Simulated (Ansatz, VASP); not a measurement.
**Cu in VASP and in Ansatz**

```
CELL_PARAMETERS angstrom
-1.47552 1.47552 1.30525
1.47552 -1.47552 1.30525
1.47552 1.47552 -1.30525
ATOMIC_POSITIONS crystal
Cu 0.00000 0.00000 0.00000
```

Alike in both runs: task single point; functional LDA; k mesh 24 × 24 × 24; occupations gaussian, width 0.15 eV; no spin polarisation.

|  | VASP | Ansatz |
| --- | --- | --- |
| version | VASP 6.6.1 | Ansatz 0.2.0 |
| potentials or method | VASP PAW LDA potentials, release 64 (Cu), cutoff 520 eV | scalar-relativistic, plane waves, PAW |
| valence electrons in the cell | 11 | 19 |

```csv
,VASP,Ansatz,Ansatz less VASP
gap on the k mesh at the Fermi level (eV),none,none,-
pressure (GPa),-5.4,-6.3,-0.88
"traceless stress, the component that is largest in VASP (GPa)",0.92,0.86,-0.055
```

Ansatz warns that its potentials were made for another functional, while VASP's fit it. LDA's correlation is that of Perdew and Zunger in VASP and of Perdew and Wang (1992) in Ansatz. A gap of «none» marks a metal or a gap that the smearing closes. VASP's potentials hold 11 valence electrons a cell and Ansatz's 19, so a difference there can come from the potentials and not from the codes.
